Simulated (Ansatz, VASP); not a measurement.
# One calculation of Na2S, two programs

POSCAR

```
Na2S
1.0
    0.0000000000      3.2554286299      3.2554286299
    3.2554286299      0.0000000000      3.2554286299
    3.2554286299      3.2554286299      0.0000000000
Na S
2 1
Direct
    0.2500000000      0.2500000000      0.2500000000
    0.7500000000      0.7500000000      0.7500000000
    0.0000000000      0.0000000000      0.0000000000
```

The input INCAR.step1:

```
SYSTEM = Na2S
ALGO = Normal
EDIFF = 1E-5
ENCUT = 400
GGA = PE
GGA_COMPAT = .FALSE.
ISIF = 2
ISMEAR = 0
LASPH = .TRUE.
LCHARG = .FALSE.
LREAL = .FALSE.
LWAVE = .TRUE.
NBANDS = 17
NELM = 120
PREC = Accurate
SIGMA = 0.01
```

The input INCAR.step2:

```
SYSTEM = Na2S
ALGO = Normal
EDIFF = 1E-6
ENCUT = 400
GGA = PE
GGA_COMPAT = .FALSE.
HFSCREEN = 0.2079
ISIF = 2
ISMEAR = 0
ISTART = 1
LASPH = .TRUE.
LCHARG = .FALSE.
LHFCALC = .TRUE.
LREAL = .FALSE.
LWAVE = .FALSE.
NBANDS = 17
NELM = 120
PREC = Accurate
PRECFOCK = Normal
SIGMA = 0.01
```

File KPOINTS:

```
k-points
0
G
  4 4 4
  0 0 0
```

Input for Ansatz:

```yaml
crystal:
  lattice:
    - [0.0, 3.2554286299, 3.2554286299]
    - [3.2554286299, 0.0, 3.2554286299]
    - [3.2554286299, 3.2554286299, 0.0]
  atoms:
    - { symbol: Na, position: [0.25, 0.25, 0.25] }
    - { symbol: Na, position: [0.75, 0.75, 0.75] }
    - { symbol: S, position: [0.0, 0.0, 0.0] }
kpoints:
  mp_grid: { grid: [4, 4, 4] }
hamiltonian:
  xc: hse06
scf:
  occupations: { method: fixed }
  n_extra_bands: 4
output:
  forces: true
  stress: true
  eigenvalues: true
  write_density: true
  write_potential: true
  elf: true
  volumetric_format: npy
```

Alike in both runs: task single point; functional HSE06; k mesh 4 × 4 × 4; no spin polarisation.

|  | VASP | Ansatz |
| --- | --- | --- |
| version | VASP 6.6.1 | Ansatz 0.2.0 |
| potentials or method | VASP PAW PBE potentials, release 64 (Na_pv, S) | plane waves, PAW |
| plane-wave cutoff (eV) | 400 | 420 |
| occupations | gaussian, width 0.01 eV | fixed |
| valence electrons in the cell | 20 | 24 |

```tsv
	VASP	Ansatz	Ansatz less VASP
gap on the k mesh at the Fermi level (eV)	3.52	3.53	+0.011
pressure (GPa)	0.0	0.2	+0.16
```

VASP's potentials hold 20 valence electrons a cell and Ansatz's 24, so a difference there can come from the potentials and not from the codes. Ansatz's warnings: stress exchange threshold loose, stress scf threshold loose.
